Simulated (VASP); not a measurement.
Write the native input for VASP 6.6.1 that does the following.

```
Task                    : single point
Functional              : PBEsol
Potentials or basis     : VASP PAW PBE potentials, release 64 (Hg, Te)
Cutoff                  : 520 eV
k mesh                  : 11 × 11 × 11
Occupations             : fermi-dirac, width 0.1 eV
Spin                    : no spin polarisation
Dipole correction       : no
k mesh for the DOS      : 17 × 17 × 17
Occupations for the DOS : tetrahedron
Further INCAR settings  : ALGO = Normal; EDIFF = 1e-06; NBANDS = 16
```

Crystal: HgTe (rocksalt type).

```
CELL_PARAMETERS angstrom
0.00000 2.46009 2.46009
2.46009 0.00000 2.46009
2.46009 2.46009 0.00000
ATOMIC_POSITIONS crystal
Hg 0.00000 0.00000 0.00000
Te 0.50000 0.50000 0.50000
```

One way to write it, as run:

POSCAR

```
HgTe
1.0
    0.0000000000      2.4600887025      2.4600887025
    2.4600887025      0.0000000000      2.4600887025
    2.4600887025      2.4600887025      0.0000000000
Hg Te
1 1
Direct
    0.0000000000      0.0000000000      0.0000000000
    0.5000000000      0.5000000000      0.5000000000
```

INCAR.step1

```
PREC = Accurate ; ENCUT = 520
EDIFF = 1E-6 ; ISMEAR = -1
SIGMA = 0.1 ; LREAL = F
LASPH = T ; NELM = 100
ALGO = Normal ; ISIF = 2
LWAVE = F ; LCHARG = T
GGA = PS ; NBANDS = 16
```

KPOINTS.step1

```
Automatic mesh
0
Gamma
  11 11 11
```

INCAR.step2

```
PREC = Accurate ; ENCUT = 520
EDIFF = 1E-6 ; ISMEAR = -5
SIGMA = 0.1 ; LREAL = F
LASPH = T ; NELM = 100
ALGO = Normal ; ISIF = 2
LWAVE = F ; LCHARG = F
GGA = PS ; LORBIT = 10
NBANDS = 16 ; NEDOS = 2001
ICHARG = 11
```

KPOINTS.step2

```
Automatic mesh
0
Gamma
  17 17 17
```

Potentials or basis: VASP PAW PBE potentials, release 64 (Hg, Te).

Run with:

```sh
$ cat potpaw_PBE.64/Hg/POTCAR potpaw_PBE.64/Te/POTCAR > POTCAR
$ cp INCAR.step1 INCAR
$ cp KPOINTS.step1 KPOINTS
$ mpirun -np 1 vasp_std > vasp.out
$ cp INCAR.step2 INCAR
$ cp KPOINTS.step2 KPOINTS
$ mpirun -np 1 vasp_std > vasp.out
```

It gave:

```json
{
  "Valence electrons inside the program's atomic spheres": "Hg 11.58; Te 3.97"
}
```

It took 70 s on 1 thread of Intel(R) Xeon(R) Platinum 8259CL CPU @ 2.50GHz (Skylake/Cascade Lake), on a shared host, peak memory 0.21 GiB.
